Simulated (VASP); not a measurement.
Input of a VASP 6.6.1 run:

File INCAR:

```
SYSTEM = RbBr3
ALGO = Normal
EDIFF = 1E-6
EDIFFG = -0.04
ENCUT = 600
GGA = PE
IBRION = 2
ISIF = 3
ISMEAR = 0
LASPH = .TRUE.
LCHARG = .FALSE.
LREAL = .FALSE.
LWAVE = .FALSE.
NELM = 60
NSW = 90
PREC = Accurate
SIGMA = 0.1
```

KPOINTS

```
k-points
0
G
  3 3 3
  0 0 0
```

File POSCAR:

```
RbBr3
1.0
    3.1564169500      1.8223581800      4.2634441100
   -3.1564169500      1.8223581800      4.2634441100
    0.0000000000     -3.6447163500      4.2634441100
Rb Br
1 3
Direct
    0.5000000000      0.5000000000      0.5000000000
    0.0000000000      0.0000000000      0.5000000000
    0.5000000000      0.0000000000      0.0000000000
    0.0000000000      0.5000000000      0.0000000000
```

Potentials or basis: VASP PAW PBE potentials, release 64 (Rb_sv, Br).

Command:

```console
$ cat potpaw_PBE.64/Rb_sv/POTCAR potpaw_PBE.64/Br/POTCAR > POTCAR
$ mpirun -np 1 vasp_std > vasp.out
```

Problem. Predict the relaxed cell.

Solution. a = 5.472 Å, b = 5.472 Å, c = 5.472 Å, α = 73.71°, β = 73.71°, γ = 73.71°.

Problem. What does it give for the band gap on the k mesh?

Solution. Zero (band 15 reaches -0.15 eV, above the bottom of band 16 at -0.91 eV).

Stress tensor (GPa, compression positive):
```
 0.07  0.00  0.00
 0.00  0.07  0.00
 0.00  0.00 -0.10
```

Caveat: the k points lie up to 0.41 Å⁻¹ apart in the final cell.
